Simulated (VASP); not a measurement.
The system is Bi.

```
Bi
1.0
     5.64603    0.00000    0.00000
    -2.82301    4.88960    0.00000
     0.00000    0.00000    3.46101
Bi
3
Cartesian
  0.0000 0.0000 0.0000
  0.0000 3.2597 1.7305
  2.8230 1.6299 1.7305
```

This isn't the form of Bi at room conditions, which is rhombohedral.

| Item | Value |
| --- | --- |
| Program | VASP 6.6.1 |
| Task | relaxation of cell and atoms |
| Functional | PBE |
| Potentials or basis | VASP PAW PBE potentials, release 64 (Bi_d) |
| Cutoff | 600 eV |
| k mesh | 7 × 7 × 9 |
| Occupations | fermi-dirac, width 0.1 eV |
| Spin | no spin polarisation |

At the start: pressure 0.2 GPa; volume 31.85 Å³/atom.

Task: Where does the relaxation end?

Result: Over 11 steps the energy falls by 6.1 meV/atom and the volume is 32.01 Å³/atom (+0.5 %); space group P6/mmm (No. 191, to 0.1 Å) before and after.

Step by step:
| step | energy change (eV) | largest force (eV/Å) | pressure (GPa) | volume (Å³) |
| --- | --- | --- | --- | --- |
| 1 | 0.0000 | 0.0000 | 0.23 | 95.55 |
| 2 | -0.0118 | 0.0000 | -0.10 | 96.17 |
| 3 | -0.0172 | 0.0000 | -0.42 | 96.84 |
| 4 | -0.0177 | 0.0000 | 0.27 | 95.59 |
| 5 | -0.0184 | 0.0000 | -0.03 | 96.13 |
| 6 | -0.0184 | 0.0000 | -0.03 | 96.14 |
| 7 | -0.0181 | 0.0000 | -0.24 | 96.49 |
| 8 | -0.0184 | 0.0000 | -0.05 | 96.16 |
| 9 | -0.0184 | 0.0000 | -0.06 | 96.07 |
| 10 | -0.0184 | 0.0000 | -0.01 | 96.02 |
| 11 | -0.0184 | 0.0000 | 0.01 | 96.04 |

Final structure:
```yaml
crystal:
  lattice:
    - [5.73138, 0.00000, 0.00000]
    - [-2.86569, 4.96352, 0.00000]
    - [0.00000, 0.00000, 3.37605]
  atoms:
    - { symbol: Bi, position: [0.00000, 0.00000, 0.00000] }
    - { symbol: Bi, position: [0.33333, 0.66667, 0.50000] }
    - { symbol: Bi, position: [0.66667, 0.33333, 0.50000] }
```
